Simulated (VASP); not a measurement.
## Eu: single point with PBE

Crystal: Eu.

```
Eu
1.0
     3.11180    0.00000    0.00000
     0.00000    3.11180    0.00000
     0.00000    0.00000    3.11180
Eu
1
Direct
  0.00000 0.00000 0.00000
```

This cell differs from its parent crystal: volume scaled by 0.7.

```yaml
Program: VASP 6.6.1
Task: single point
Functional: PBE
Potentials_or_basis: VASP PAW PBE potentials, release 64 (Eu)
Cutoff: 520 eV
k_mesh: 11 × 11 × 11
Occupations: fermi-dirac, width 0.1 eV
Spin: collinear spin, ferromagnetic start
Starting_moments: "[7.0] μB"
Dipole_correction: no
Further_INCAR_settings: ALGO = Normal; EDIFF = 1e-06; NBANDS = 18
```

```json
{"Pressure": "6.9 GPa", "Net moment": "7.19 μB per cell", "Site moments": "Eu +6.70 μB", "Valence electrons inside the program's atomic spheres": "Eu 14.91"}
```

Levels at points of the mesh, in eV from the Fermi level:
Spin up:
```csv
k point,band 10,band 11,band 12,band 13,band 14,band 15
"(0.00, 0.00, 0.00)",-0.64,-0.55,-0.55,-0.55,-0.42,7.46
```
Spin down:
```
           k point  band 3  band 4  band 5  band 6  band 7  band 8
(0.00, 0.00, 0.00)  -17.31  -17.31   -3.40    0.48    0.48    4.07
```

Wall time 27 s on 1 thread of Intel(R) Xeon(R) 6975P-C (Granite Rapids) (shared host), peak memory 0.18 GiB.

Caveat: spin-orbit coupling is left out, which moves the levels of the heavy elements. The state reached can hang on the start; a lower one may exist.
